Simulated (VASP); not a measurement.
Runs of VASP 6.6.1 on C. The structure is that of space group Fd-3m (No. 227), or close to it. The cells are those of the table. 

```tsv
task	cell	k mesh	cutoff (eV)	smearing	gap on the mesh (eV)	pressure (GPa)
single point	a = 2.526 Å, angles 60.0°, 2 atoms	12 × 12 × 12	520	gaussian 0.02 eV	4.14	0.6
single point	a = 2.526 Å, angles 60.0°, 2 atoms	12 × 12 × 12	600	gaussian 0.02 eV	4.14	0.0
single point	a = 3.195 Å, angles 60.0°, 2 atoms	8 × 8 × 8	600	gaussian 0.1 eV	(a)	-70.9
relaxation of cell and atoms	relaxed from a = 3.195 Å, angles 60.0°, 2 atoms	8 × 8 × 8	600	gaussian 0.1 eV	4.12	-0.2
single point	a = 2.526 Å, angles 60.0°, 2 atoms	8 × 8 × 8	520	gaussian 0.1 eV	4.12	0.6
```

Alike in all rows: level PBE; potentials or basis VASP PAW PBE potentials, release 64 (C); no spin polarisation.

Question: Estimate the missing entries.

Answer: (a) 1.01.

Caveats: the cell stands under tension (at least some runs).

A k mesh can miss the band edges.
